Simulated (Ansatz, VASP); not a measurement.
Two plane-wave programs on KCdCO3F

```
CELL_PARAMETERS angstrom
5.13240 0.00000 0.00000
-2.56620 4.44479 0.00000
0.00000 0.00000 4.43240
ATOMIC_POSITIONS crystal
K 0.00000 0.00000 0.00000
Cd 0.66667 0.33333 0.50000
C 0.33333 0.66667 0.50000
O 0.18791 0.37581 0.50000
O 0.18791 0.81209 0.50000
O 0.62419 0.81209 0.50000
F 0.66667 0.33333 0.00000
```

Alike in both runs: task electric field gradients; functional r2SCAN; k mesh 5 × 5 × 5; occupations fermi-dirac, width 0.02 eV; no spin polarisation.

|  | VASP | Ansatz |
| --- | --- | --- |
| version | VASP 6.6.1 | Ansatz 0.2.0 |
| potentials or method | VASP PAW PBE potentials, release 64 (K_sv, Cd, C, O, F) | plane-wave PAW, scalar-relativistic |
| plane-wave cutoff (eV) | 520 | 500 |
| valence electrons in the cell | 50 | 58 |

Ansatz gave:

```
gap on the k mesh at the Fermi level (eV)                     : 2.48
pressure (GPa)                                                : -3.1
traceless stress, the component that is largest in VASP (GPa) : 1.61
rms of the force components (eV/Å)                            : 0.175
size of Vzz on the site where it differs most (V/Å²)          : 31.4
```

Q: Which values does VASP return?

A: gap on the k mesh at the Fermi level (eV): 2.45; pressure (GPa): -2.2; traceless stress, the component that is largest in VASP (GPa): 1.06; rms of the force components (eV/Å): 0.044; size of Vzz on the site where it differs most (V/Å²): 41.1.

VASP's potentials were made for PBE, not for r2SCAN. Atom by atom the forces differ by 0.131 eV/Å (rms over components). One of these differences is far larger than is usual between the two programs; its cause wasn't traced. VASP's potentials hold 50 valence electrons a cell and Ansatz's 58, so a difference there can come from the potentials and not from the codes.
